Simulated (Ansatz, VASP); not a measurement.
**Two plane-wave programs on As**

Contents of INCAR:

```
SYSTEM = As
ALGO = Normal ; EDIFF = 1E-6
EDIFFG = -0.01 ; ENCUT = 600
GGA = PS ; IBRION = 2
ISIF = 3 ; ISMEAR = -1
LASPH = .True. ; LCHARG = .False.
LREAL = .False. ; LWAVE = .False.
NELM = 60 ; NSW = 60
PREC = Accurate ; SIGMA = 0.05
```

KPOINTS

```
k-points
0
Gamma
  9 9 9
  0 0 0
```

The input POSCAR:

```
As
1.0
    1.8807968987      1.0858785957      3.5140619945
   -1.8807968987      1.0858785957      3.5140619945
    0.0000000000     -2.1717571915      3.5140619945
As
2
Direct
    0.2260000000      0.2260000000      0.2260000000
    0.7740000000      0.7740000000      0.7740000000
```

input.yaml

```yaml
crystal:
  lattice:
    - [1.8807968987, 1.0858785957, 3.5140619945]
    - [-1.8807968987, 1.0858785957, 3.5140619945]
    - [0.0, -2.1717571915, 3.5140619945]
  atoms:
    - { symbol: As, position: [0.226, 0.226, 0.226] }
    - { symbol: As, position: [0.774, 0.774, 0.774] }
hamiltonian:
  xc: pbesol
  pseudopotentials: { kind: paw }
kpoints:
  mp_grid: { grid: [9, 9, 9] }
scf:
  occupations: { method: fermi_dirac, width: 0.05 }
output:
  forces: true
  stress: true
  eigenvalues: true
relax:
  f_tol: 0.01
  max_steps: 40
  cell: { stress_tol: 0.05 }
```

Alike in both runs: task relaxation of cell and atoms; functional PBEsol; k mesh 9 × 9 × 9; occupations fermi-dirac, width 0.05 eV; no spin polarisation.

|  | VASP | Ansatz |
| --- | --- | --- |
| version | VASP 6.6.1 | Ansatz 0.2.0 |
| potentials or method | VASP PAW PBE potentials, release 64 (As) | Ansatz PAW |
| plane-wave cutoff (eV) | 600 | 420 |
| valence electrons in the cell | 10 | 30 |

VASP gave:

- gap on the k mesh at the Fermi level, each at its own relaxed structure (eV): 0.10
- relaxed volume (Å³/atom): 20.92
- relaxed cell length with the largest relative difference (Å): 4.012

**Question.** Estimate Ansatz's values.

**Answer.** gap on the k mesh at the Fermi level, each at its own relaxed structure (eV): 0.08; relaxed volume (Å³/atom): 20.87; relaxed cell length with the largest relative difference (Å): 4.013.

VASP's potentials were made for PBE, not for PBEsol. VASP's potentials hold 10 valence electrons a cell and Ansatz's 30, so a difference there can come from the potentials and not from the codes.

Noted on Ansatz's run: odd divisions of the mesh miss points on the zone boundary, where band edges often lie, so the gap on the mesh can be too wide; the plane-wave basis is chosen anew once the cell has moved, so the energies of steps on either side of that aren't comparable.
